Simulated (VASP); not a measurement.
Set up this calculation in VASP 6.6.1, as the native input.

| Item | Value |
| --- | --- |
| Task | single point |
| Functional | LDA |
| Potentials or basis | VASP PAW LDA potentials, release 64 (W_sv) |
| Cutoff | 520 eV |
| k mesh | 20 × 20 × 20 |
| Occupations | gaussian, width 0.15 eV |
| Spin | no spin polarisation |
| Dipole correction | no |
| Further INCAR settings | ALGO = Fast; EDIFF = 1e-07; NBANDS = 13 |

The structure of W lies in POSCAR:

```
W
1.0
   -0.2979718176      1.9864787842      1.6885069666
    1.6885069666      0.0000000000      1.3905351489
    1.9864787842      1.9864787842     -0.2979718176
W
1
Direct
    0.0000000000      0.0000000000      0.0000000000
```

This cell differs from its parent crystal: engineering shear strain xz -0.3000, normal strain along z -0.1500.

One way to write it, as run:

INCAR

```
SYSTEM = W
ALGO = Fast ; EDIFF = 1E-7
ENCUT = 520 ; ISIF = 2
ISMEAR = 0 ; LASPH = .TRUE.
LCHARG = .FALSE. ; LREAL = .FALSE.
LWAVE = .FALSE. ; NBANDS = 13
NELM = 60 ; PREC = Accurate
SIGMA = 0.15
```

KPOINTS

```
k-points
0
G
  20 20 20
  0 0 0
```

Potentials or basis: VASP PAW LDA potentials, release 64 (W_sv).

Command:

```console
$ cat potpaw_LDA.64/W_sv/POTCAR > POTCAR
$ mpirun -np 1 vasp_std > vasp.out
```

Results of the run:

| Item | Value |
| --- | --- |
| Pressure | 123.9 GPa |
| Band gap on the k mesh | zero (bands 7 and 8 overlap by 5.34 eV) |

Caveat: the cell differs from its parent crystal (engineering shear strain xz -0.3000, normal strain along z -0.1500); the stress differs along the axes, from 83 to 162 GPa; spin-orbit coupling is left out, which moves the levels of the heavy elements.

Run time: 3.6 min on 1 thread of AMD EPYC 9R45 96-Core Processor (Zen 5), on a shared host, peak memory 0.38 GiB.
